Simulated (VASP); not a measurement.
Write the native input for VASP 6.6.1 that does the following.

```
Task                   : single point
Functional             : PBE
Potentials or basis    : VASP PAW PBE potentials, release 64 (Ta_pv, N)
Cutoff                 : 520 eV
k mesh                 : 18 × 18 × 18
Occupations            : gaussian, width 0.15 eV
Spin                   : no spin polarisation
Dipole correction      : no
Further INCAR settings : ALGO = Normal; EDIFF = 1e-06; NBANDS = 15
```

The structure of TaN lies in POSCAR:

```
TaN
1.0
   -0.2208112257      2.2081122570      2.1787443640
    1.9873010313      0.0000000000      1.9579331383
    2.2081122570      2.2081122570     -0.2208112257
Ta N
1 1
Direct
    0.5000000000      0.5000000000      0.5000000000
    0.0000000000      0.0000000000      0.0000000000
```

This cell differs from its parent crystal: engineering shear strain xz -0.2000, normal strain along z -0.0133.

These files were run (other wordings do the same):

INCAR

```
SYSTEM = TaN
ALGO = Normal ; EDIFF = 1E-6
ENCUT = 520 ; GGA = PE
ISIF = 2 ; ISMEAR = 0
LASPH = .TRUE. ; LCHARG = .FALSE.
LREAL = .FALSE. ; LWAVE = .FALSE.
NBANDS = 15 ; NELM = 100
PREC = Accurate ; SIGMA = 0.15
```

KPOINTS

```
k-points
0
G
  18 18 18
  0 0 0
```

Potentials or basis: VASP PAW PBE potentials, release 64 (Ta_pv, N).

Launch:

```sh
$ cat potpaw_PBE.64/Ta_pv/POTCAR potpaw_PBE.64/N/POTCAR > POTCAR
$ mpirun -np 1 vasp_std > vasp.out
```

It gave:

| Quantity | Value |
| --- | --- |
| Pressure | 10.5 GPa |
| Band gap on the k mesh | zero (bands 8 and 9 overlap by 3.95 eV) |

Caveat: the cell differs from its parent crystal (engineering shear strain xz -0.2000, normal strain along z -0.0133); the cell stands under pressure; spin-orbit coupling is left out, which moves the levels of the heavy elements.

Run time: 2.8 min on 1 thread of Intel(R) Xeon(R) Platinum 8488C (Sapphire Rapids) (shared host), peak memory 0.56 GiB.
